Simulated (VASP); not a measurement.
Input of a VASP 6.6.1 run:

File INCAR:

```
SYSTEM = BaZrO3
PREC = Accurate ; ENCUT = 520
EDIFF = 1E-7 ; ISMEAR = 0
SIGMA = 0.01 ; LREAL = .FALSE.
LASPH = .TRUE. ; NELM = 60
ALGO = Normal ; ISIF = 2
LWAVE = .FALSE. ; LCHARG = .FALSE.
GGA = PE ; NBANDS = 28
```

File KPOINTS:

```
regular mesh
0
G
  6 6 6
  0 0 0
```

File POSCAR:

```
BaZrO3
1.0
    4.1913400000      0.0000000000      0.0000000000
    0.0000000000      4.1913400000      0.0000000000
    0.0000000000      0.0000000000      4.1913400000
Ba Zr O
1 1 3
Direct
    0.0000000000      0.0000000000      0.0000000000
    0.5000000000      0.5000000000      0.5000000000
    0.0000000000      0.5000000000      0.5000000000
    0.5000000000      0.0000000000      0.5000000000
    0.5000000000      0.5000000000      0.0000000000
```

Potentials or basis: VASP PAW PBE potentials, release 64 (Ba_sv, Zr_sv, O).

Command:

```sh
$ cat potpaw_PBE.64/Ba_sv/POTCAR potpaw_PBE.64/Zr_sv/POTCAR potpaw_PBE.64/O/POTCAR > POTCAR
$ mpirun -np 1 vasp_std > vasp.out
```

(1) What does it give for the band gap on the k mesh?

(2) Predict the pressure.

Results:

(1) 3.19 eV, indirect (least direct gap 3.41 eV).

(2) 5.1 GPa.

Caveat: spin-orbit coupling is left out, which moves the levels of the heavy elements.
